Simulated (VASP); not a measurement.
Runs of VASP 6.6.1 on BaTiO3. The structure is that of space group P4/mmm (No. 123), or close to it. The cells are those of the table. 

| cell | gap on the mesh (eV) | pressure (GPa) |
| --- | --- | --- |
| a = 4.043, b = 4.043, c = 4.950 Å, 5 atoms | none | (b) |
| a = 4.085, b = 4.085, c = 5.002 Å, 5 atoms | none | -5.7 |
| a = 4.167, b = 4.167, c = 5.102 Å, 5 atoms | none | -10.4 |
| a = 4.206, b = 4.206, c = 5.150 Å, 5 atoms | none | -12.3 |
| a = 4.126, b = 4.126, c = 5.052 Å, 5 atoms | none | (a) |

Alike in all rows: task single point; level LDA; potentials or basis VASP PAW LDA potentials, release 64 (Ba_sv, Ti_sv, O); no spin polarisation; k mesh 6 × 6 × 4; cutoff (eV) 520; smearing fermi-dirac 0.05 eV.

Q: Fill in the values left out.

A: (a) -8.3; (b) -2.6.

Caveats: spin-orbit coupling is left out, which moves the levels of the heavy elements; semilocal functionals often make such compounds metallic where correlation or magnetic order opens a gap, which also shifts bond lengths; the cell stands under tension (at least some runs).

A k mesh can miss the band edges, and the runs leave out spin-orbit coupling on Ba.

A gap of «none» marks levels without a gap at the run's occupations.
